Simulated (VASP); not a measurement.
# Ga in VASP: notebook

Ga is run at these levels: PBE, PBEsol; tasks: single point.

All numbers are computed with VASP 6.6.1; they aren't measurements. Logs are shortened: lines on timing, memory, paths and dates and some standing lists are left out, and cuts for length are marked.

## Step 1: The cell of the first run

The typed cell holds 1 atom: a = 2.980 Å, b = 3.028 Å, c = 3.028 Å, α = 125.57°, β = 124.71°, γ = 80.32°.

## Step 2: Single point, PBE (the cell strained at random)

INCAR

```
PREC = Accurate
ENCUT = 520
EDIFF = 1E-6
ISMEAR = -1
SIGMA = 0.05
LREAL = F
LASPH = T
NELM = 80
ALGO = Fast
ISIF = 2
LWAVE = F
LCHARG = F
GGA = PE
NBANDS = 12
```

KPOINTS

```
regular mesh
0
Gamma
  13 13 13
```

POSCAR

```
Ga
1.0
   -1.3457430000      1.3674810000      2.2797440000
    1.3853220000     -1.3814100000      2.3117950000
    1.3842630000      1.4199300000     -2.2880880000
Ga
1
Direct
    0.0001720000      0.0118810000      0.0118730000
```

Potentials or basis: VASP PAW PBE potentials, release 64 (Ga_d).

Run with:

```
> cat potpaw_PBE.64/Ga_d/POTCAR > POTCAR
> mpirun -np 1 vasp_std > vasp.out
```

OUTCAR:

```text
PREC = Accurate
   ENCUT = 520
   EDIFF = 1E-6
   ISMEAR = -1
   LREAL = F
   LASPH = T
   NELM = 80
   ISIF = 2
   GGA = PE

 ion  position               nearest neighbor table
   1  0.000  0.012  0.012-

  LATTYP: Found a triclinic cell.
 ALAT       =     2.7699543109
 B/A-ratio  =     1.4382600493
 C/A-ratio  =     1.0933390059
 COS(alpha) =     0.0018131693
 COS(beta)  =     0.4575575718
 COS(gamma) =     0.7146640403

  Lattice vectors:

 A1 = (   2.7695850000,   0.0385200000,   0.0237070000)
 A2 = (   2.8081050000,   2.8259310000,   0.0153630000)
 A3 = (   1.3853220000,  -1.3814100000,   2.3117950000)

Analysis of symmetry for initial positions (statically):
=====================================================================
 Subroutine PRICEL returns:
 Original cell was already a primitive cell.

 Routine SETGRP: Setting up the symmetry group for a
 triclinic supercell.

 Subroutine GETGRP returns: Found  2 space group operations
 (whereof  1 operations were pure point group operations)
 out of a pool of  2 trial point group operations.

The static configuration has the point symmetry C_1 .
 The point group associated with its full space group is S_2 .

Analysis of symmetry for dynamics (positions and initial velocities):
=====================================================================
 Subroutine PRICEL returns:
 Original cell was already a primitive cell.

 Routine SETGRP: Setting up the symmetry group for a
 triclinic supercell.

 Subroutine GETGRP returns: Found  2 space group operations
 (whereof  1 operations were pure point group operations)
 out of a pool of  2 trial point group operations.

The dynamic configuration has the point symmetry C_1 .
 The point group associated with its full space group is S_2 .

 Subroutine INISYM returns: Found  2 space group operations
 (whereof  1 operations are pure point group operations),
 and found     1 'primitive' translations

----------------------------------------------------------------------------------------

                                     Primitive cell

  volume of cell :      17.7184

  direct lattice vectors                    reciprocal lattice vectors
    -1.345743000  1.367481000  2.279744000    -0.006874182  0.359506238  0.218941761
     1.385322000 -1.381410000  2.311795000     0.359287417 -0.004322451  0.214681734
     1.384263000  1.419930000 -2.288088000     0.356160899  0.353827986 -0.001996721
[... 82 lines left out ...]
   EDIFF  = 0.1E-05   stopping-criterion for ELM
   LREAL  =      F    real-space projection
   EDIFFG = 0.1E-04   stopping-criterion for IOM
   NSW    =      0    number of steps for IOM
   IBRION =     -1    ionic relax: 0-MD 1-quasi-New 2-CG
   NFREE  =      0    steps in history (QN), initial steepest desc. (CG)
   ISIF   =      2    stress and relaxation
   ISYM   =      2    0-nonsym 1-usesym 2-fastsym
   POTIM  = 0.5000    time-step for ionic-motion
   TEBEG  =    0.0;   TEEND  =   0.0 temperature during run
   PSTRESS=    0.0 pullay stress
   NELECT =      13.0000    total number of electrons
   NUPDOWN=      -1.0000    fix difference up-down
   EMIN   =  10.00;   EMAX   =-10.00  energy-range for DOS
   EFERMI =   0.00;   METHOD = LEGACY
   ISMEAR =    -1;   SIGMA  =   0.05  broadening in eV -4-tet -1-fermi 0-gaus
   EFERMI_NEDOS =   21; number of points for ismear=-14 and -15
   IALGO  =     68    algorithm
   IMIX   =      4    mixing-type and parameters
     AMIX     =   0.40;   BMIX     =  1.00
     AMIX_MAG =   1.60;   BMIX_MAG =  1.00
  volume/ion in A,a.u.               =      17.72       119.57
  Fermi-wavevector in a.u.,A,eV,Ry     =   1.476549  2.790273 29.663383  2.180197
  Thomas-Fermi vector in A             =   2.591062
   LORBIT       =      0    0 simple, 1 ext, 2 COOP (PROOUT), +10 PAW based schemes
   GGA     = PE    functional components
   LHFCALC =     F    Hartree Fock is set to
   AEXX    =    0.0000 exact exchange contribution
   IVDW    =     0    specifies the selected vdW correction
   LEPSILON=     F    determine dielectric tensor
   LRPA    =     F    only Hartree local field effects (RPA)
 non-spin polarized calculation
 RMM-DIIS sequential band-by-band and
  energy-cutoff  :      520.00
  volume of cell :       17.72
 maximum number of plane-waves:       489
 NGX is ok and might be reduce to    24
   NGX = 11   NGY = 11   NGZ = 11

 number of electron      12.9999999 magnetization

 Free energy of the ion-electron system (eV)
  ---------------------------------------------------
  ext. energy  EPLUGINS =         0.00000000
  ---------------------------------------------------
  free energy    TOTEN  =        -2.87610586 eV

  energy without entropy =       -2.87287327  energy(sigma->0) =       -2.87448956

 E-fermi :   6.0903     XC(G=0): -11.3346

 val. band max:        6.0901715263   @ k =   0.3077   0.3077   0.0769
 cond. band min:       6.0924204127   @ k =   0.0769   0.0769   0.3846
 fundamental gap:      0.0022488864
 Fermi energy:         6.0902923603

 k-point     1 :       0.0000    0.0000    0.0000
  band No.  band energies     occupation
      1      -8.9429      2.00000
      2      -8.7903      2.00000
      3      -8.7720      2.00000
      4      -8.7505      2.00000
      5      -8.5996      2.00000
      6      -5.3845      2.00000
      7      18.7991      0.00000
      8      19.0599      0.00000
      9      19.3348      0.00000
     10      22.4515      0.00000
     11      22.7267      0.00000
     12      23.2703      0.00000
[... 331 lines left out ...]
 k-point    24 :       0.2308    0.1538    0.0000
  band No.  band energies     occupation
      1      -8.8563      2.00000
      2      -8.8182      2.00000
      3      -8.7295      2.00000
      4      -8.7014      2.00000
      5      -8.6384      2.00000
      6      -2.7919      2.00000
      7       9.9233      0.00000
      8      12.6802      0.00000
      9      15.1224      0.00000
     10      20.7729      0.00000
     11      21.8928      0.00000
     12      24.6305      0.00000

 [... further k-points ...]
[... 5 lines left out ...]
  --------------------------------------------------------------------------------------
  -------------------------------------------------------------------------------------
  Total        0.4546148      0.4351108      0.3627804      0.0174846     -0.0138307     -0.0040392
  in kB       41.1083413     39.3447012     32.8042573      1.5810416     -1.2506310     -0.3652399
  external PRESSURE =      37.7524333 kB  Pullay stress =       0.0000000 kB

 VOLUME and BASIS-vectors are now :
 -----------------------------------------------------------------------------
  energy-cutoff  :      520.00
  volume of cell :       17.72
      direct lattice vectors                 reciprocal lattice vectors
    -1.345743000  1.367481000  2.279744000    -0.006874182  0.359506238  0.218941761
     1.385322000 -1.381410000  2.311795000     0.359287417 -0.004322451  0.214681734
     1.384263000  1.419930000 -2.288088000     0.356160899  0.353827986 -0.001996721

 POSITION                                       TOTAL-FORCE (eV/Angst)
 -----------------------------------------------------------------------------------
      0.03266      0.00068      0.00069         0.000000     -0.000000     -0.000000
 -----------------------------------------------------------------------------------
    total drift:                               -0.000002     -0.000005      0.000010

  FREE ENERGIE OF THE ION-ELECTRON SYSTEM (eV)
  ---------------------------------------------------
  free  energy   TOTEN  =        -2.8761058604 eV

  energy  without entropy=       -2.8728732655  energy(sigma->0) =       -2.87448956
```

OSZICAR:

```text
N       E                     dE             d eps       ncg     rms          rms(c)
DAV:   1     0.434307424270E+02    0.43431E+02   -0.66597E+03 28692   0.191E+03
DAV:   2    -0.833844138639E+00   -0.44265E+02   -0.42524E+02 27888   0.262E+02
DAV:   3    -0.289049105645E+01   -0.20566E+01   -0.20515E+01 30168   0.453E+01
DAV:   4    -0.290683702891E+01   -0.16346E-01   -0.16344E-01 30256   0.429E+00
DAV:   5    -0.290701186766E+01   -0.17484E-03   -0.17484E-03 30916   0.428E-01    0.926E-01
RMM:   6    -0.288226343956E+01    0.24748E-01   -0.27855E-02 37857   0.238E+00    0.473E-01
RMM:   7    -0.287669347178E+01    0.55700E-02   -0.99490E-03 40151   0.105E+00    0.124E-01
RMM:   8    -0.287609542245E+01    0.59805E-03   -0.90467E-04 39292   0.365E-01    0.126E-02
RMM:   9    -0.287610292844E+01   -0.75060E-05   -0.11848E-04 40063   0.160E-01    0.688E-03
RMM:  10    -0.287610578931E+01   -0.28609E-05   -0.25930E-05 38024   0.624E-02    0.786E-04
RMM:  11    -0.287610586036E+01   -0.71052E-07   -0.17958E-06 22198   0.157E-02
   1 F= -.28761059E+01 E0= -.28744896E+01  d E =-.323259E-02
```

It took 64 s on 1 thread of Intel Xeon 6975P-C (Granite Rapids), shared host; peak memory 0.32 GiB.

Results:

* Free energy: -2.8761 eV
* Pressure: 3.8 GPa

Caveat: the cell differs from its parent crystal (the cell strained at random).

## Step 3: Single point, PBEsol

This run uses another cell than the first one, of 16.66 Å³/atom, 0.940 times its volume.

INCAR

```
SYSTEM = Ga
PREC = Accurate
ENCUT = 520
EDIFF = 1E-6
ISMEAR = -1
SIGMA = 0.05
LREAL = .False.
LASPH = .True.
NELM = 100
ALGO = Normal
ISIF = 2
LWAVE = .False.
LCHARG = .False.
GGA = PS
NBANDS = 12
```

KPOINTS

```
Automatic mesh
0
Gamma
  13 13 13
  0 0 0
```

POSCAR

```
Ga
1.0
   -1.3561377546      1.3561377546      2.2640427644
    1.3561377546     -1.3561377546      2.2640427644
    1.3561377546      1.3561377546     -2.2640427644
Ga
1
Direct
    0.0000000000      0.0000000000      0.0000000000
```

Potentials or basis: VASP PAW PBE potentials, release 64 (Ga_d).

Run with:

```
> cat potpaw_PBE.64/Ga_d/POTCAR > POTCAR
> mpirun -np 1 vasp_std > vasp.out
```

It took 9.9 s on 1 thread of Intel Xeon 6975P-C (Granite Rapids), shared host; peak memory 0.16 GiB.

Results (log left out):

| Item | Value |
| --- | --- |
| Free energy | -3.3252 eV |
| Pressure | 4.2 GPa |

Stress tensor (GPa, compression positive):
```
4.50 0.00 0.00
0.00 4.50 0.00
0.00 0.00 3.50
```

Levels at points of the mesh, in eV from the Fermi level:
| k point | band 3 | band 4 | band 5 | band 6 | band 7 | band 8 | band 9 | band 10 |
| --- | --- | --- | --- | --- | --- | --- | --- | --- |
| (0.00, 0.00, 0.00) | -14.86 | -14.86 | -14.67 | -12.01 | 13.51 | 13.76 | 13.76 | 17.00 |

Caveat: the PAW data sets were made with another functional, which shifts forces and pressure a little.
